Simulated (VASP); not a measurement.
Li, 2 atoms in the cell. The structure is monoclinic, space group C2/c (No. 15). Conventional cell: a = 2.954 Å, b = 5.115 Å, c = 4.845 Å, α = 90.00°, β = 92.58°, γ = 90.00°. Li (site symmetry 2) has 12 Li at 2.91 to 3.02 Å within 3.8 Å.  This cell differs from its parent crystal: strain +0.0450 x Voigt [0, 0, 0, 0, 1, 0].

* Program: VASP 6.6.1
* Task: single point
* Functional: PBE
* Dispersion: D3(BJ)
* Potentials or basis: VASP PAW PBE potentials, release 64 (Li_sv)
* Cutoff: 520 eV
* k mesh: 24 × 24 × 12
* Occupations: gaussian, width 0.15 eV
* Spin: no spin polarisation
* Dipole correction: no
* Further INCAR settings: ALGO = Normal; EDIFF = 1e-06; NBANDS = 10

Potentials or basis: VASP PAW PBE potentials, release 64 (Li_sv).

Command:

```bash
$ cat potpaw_PBE.64/Li_sv/POTCAR > POTCAR
$ mpirun -np 1 vasp_std > vasp.out
```

Hardware: 1 thread of Intel(R) Xeon(R) 6975P-C (Granite Rapids), with other jobs on the host.

Q: How long does it take, and how much memory?

A: It took 3.3 min on 1 thread of Intel(R) Xeon(R) 6975P-C (Granite Rapids), with other jobs on the host, peak memory 0.56 GiB. Counts: scf iterations 10, k points 1814.
